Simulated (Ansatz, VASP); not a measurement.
**One calculation of K2Pt, two programs**

File INCAR:

```
SYSTEM = K2Pt
ALGO     = Normal         ! electronic algorithm
EDIFF    = 1E-6           ! SCF threshold, eV
ENCUT    = 520            ! plane-wave cutoff, eV
GGA      = CA             ! functional
ISIF     = 2              ! what is computed and relaxed
ISMEAR   = 0              ! smearing method
LASPH    = .True.         ! aspherical terms in the spheres
LCHARG   = .True.         ! write CHGCAR
LELF     = .True.         ! ELF
LREAL    = .False.        ! projectors in reciprocal space
LVHAR    = .True.       
LWAVE    = .False.        ! write WAVECAR
NBANDS   = 21             ! bands
NELM     = 80             ! most SCF steps
PREC     = Accurate       ! precision mode
SIGMA    = 0.05           ! smearing width, eV
```

KPOINTS

```
k-points
0
Gamma
  6 6 6
  0 0 0
```

Contents of POSCAR:

```
K2Pt
1.0
    0.0000000000      3.8570924028      3.7814631400
    3.7058338772      0.0000000000      3.7814631400
    3.7058338772      3.8570924028      0.0000000000
K Pt
2 1
Direct
    0.7500000000      0.7500000000      0.7500000000
    0.2500000000      0.2500000000      0.2500000000
    0.0000000000      0.0000000000      0.0000000000
```

Input for Ansatz:

```yaml
crystal:
  lattice:
    - [0.0, 3.8570924028, 3.78146314]
    - [3.7058338772, 0.0, 3.78146314]
    - [3.7058338772, 3.8570924028, 0.0]
  atoms:
    - { symbol: K, position: [0.75, 0.75, 0.75] }
    - { symbol: K, position: [0.25, 0.25, 0.25] }
    - { symbol: Pt, position: [0.0, 0.0, 0.0] }
basis:
  ecutwfc: 420
kpoints:
  mp_grid: { grid: [6, 6, 6] }
hamiltonian:
  xc: lda
scf:
  occupations: { method: gaussian, width: 0.05 }
output:
  forces: true
  stress: true
  eigenvalues: true
```

Change from the starting cell: strain -0.0200 x Voigt [1, -1, 0, 0, 0, 0], atoms carried along.

Alike in both runs: task single point; functional LDA; k mesh 6 × 6 × 6; occupations gaussian, width 0.05 eV; no spin polarisation.

```csv
,VASP,Ansatz
version,VASP 6.6.1,Ansatz 0.2.0
potentials or method,"VASP PAW LDA potentials, release 64 (K_sv, Pt), cutoff 520 eV","scalar-relativistic, plane waves, PAW"
valence electrons in the cell,28,36
```

Ansatz gave:

- gap on the k mesh at the Fermi level (eV): 1.30
- least direct gap on the mesh (eV): 1.37
- pressure (GPa): -1.9
- traceless stress, the component that is largest in VASP (GPa): -0.44

Problem. What did VASP give for the same quantities?

Solution. gap on the k mesh at the Fermi level (eV): 1.31; least direct gap on the mesh (eV): 1.38; pressure (GPa): -1.8; traceless stress, the component that is largest in VASP (GPa): -0.43.

LDA's correlation is that of Perdew and Zunger in VASP and of Perdew and Wang (1992) in Ansatz. VASP's potentials hold 28 valence electrons a cell and Ansatz's 36, so a difference there can come from the potentials and not from the codes.

Neither program's run includes spin-orbit coupling.
